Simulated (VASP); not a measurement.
Crystal: MoAs3.

```xyz
4
Lattice="-2.0542 2.0542 4.5886 2.0542 -2.0542 4.5886 2.0542 2.0542 -4.5886" Properties=species:S:1:pos:R:3 pbc="T T T"
Mo    0.0000    0.0000    0.0000
As    0.0000    0.0000    4.5886
As    2.0542    0.0000    2.2943
As    0.0000    2.0542    2.2943
```

| Property | Result |
| --- | --- |
| Program | VASP 6.6.1 |
| Task | relaxation of cell and atoms |
| Functional | PBE |
| Potentials or basis | VASP PAW PBE potentials, release 64 (Mo_sv, As) |
| Cutoff | 600 eV |
| k mesh | 6 × 6 × 6 |
| Occupations | gaussian, width 0.1 eV |
| Spin | no spin polarisation |

At the start: pressure -10.3 GPa; volume 19.36 Å³/atom.

How do energy, volume and symmetry change on relaxing?

Over 9 steps the energy falls by 82.5 meV/atom and the volume is 17.24 Å³/atom (-11.0 %); space group I4/mmm (No. 139, to 0.1 Å) before and after.

Step by step:
```tsv
step	energy change (eV)	largest force (eV/Å)	pressure (GPa)	volume (Å³)
1	0.0000	0.0000	-10.30	77.45
2	-0.1585	0.0000	10.20	64.32
3	-0.2989	0.0000	0.07	69.19
4	-0.2988	0.0000	0.35	69.03
5	-0.3128	0.0000	0.31	68.93
6	-0.3291	0.0000	0.59	68.64
7	-0.3292	0.0000	0.63	68.61
8	-0.3279	0.0000	-1.03	69.58
9	-0.3299	0.0000	0.00	68.97
```

Final structure:
```
CELL_PARAMETERS angstrom
-2.02513 2.02513 4.20402
2.02513 -2.02513 4.20402
2.02513 2.02513 -4.20402
ATOMIC_POSITIONS crystal
Mo 0.00000 0.00000 0.00000
As 0.50000 0.50000 0.00000
As 0.25000 0.75000 0.50000
As 0.75000 0.25000 0.50000
```
